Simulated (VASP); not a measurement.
Here is a VASP 6.6.1 calculation.

The input INCAR:

```
PREC = Accurate
ENCUT = 520
EDIFF = 1E-6
ISMEAR = 0
SIGMA = 0.01
LREAL = F
LASPH = T
NELM = 60
ALGO = Normal
ISIF = 2
LWAVE = F
LCHARG = F
GGA = PS
NBANDS = 35
```

KPOINTS

```
regular mesh
0
Gamma
  12 12 2
```

Contents of POSCAR:

```
SnO2
1.0
    3.2519711666      0.0000000000      0.0000000000
   -1.6259855833      2.8162897585      0.0000000000
    0.0000000000      0.0000000000     10.8620247581
Sn O
2 4
Direct
    0.0000000000      0.0000000000      0.5000000000
    0.0000000000      0.0000000000      0.0000000000
    0.6666666667      0.3333333333      0.4058620000
    0.6666666667      0.3333333333      0.0941380000
    0.3333333333      0.6666666667      0.5941380000
    0.3333333333      0.6666666667      0.9058620000
```

Potentials or basis: VASP PAW PBE potentials, release 64 (Sn_d, O).

Command:

```sh
$ cat potpaw_PBE.64/Sn_d/POTCAR potpaw_PBE.64/O/POTCAR > POTCAR
$ mpirun -np 1 vasp_std > vasp.out
```

What does it give for the pressure?

-6.1 GPa.

What does it give for the band gap on the k mesh?

1.94 eV (least direct gap 2.31 eV).

Predict the largest force.

0.532 eV/Å.

Stress tensor (GPa, compression positive):
```
-7.53  0.00  0.00
 0.00 -7.53  0.00
 0.00  0.00 -3.16
```

Caveat: the cell stands under tension; the PAW data sets were made with another functional, which shifts forces and pressure a little; spin-orbit coupling is left out, which moves the levels of the heavy elements. A k mesh can miss the band edges.
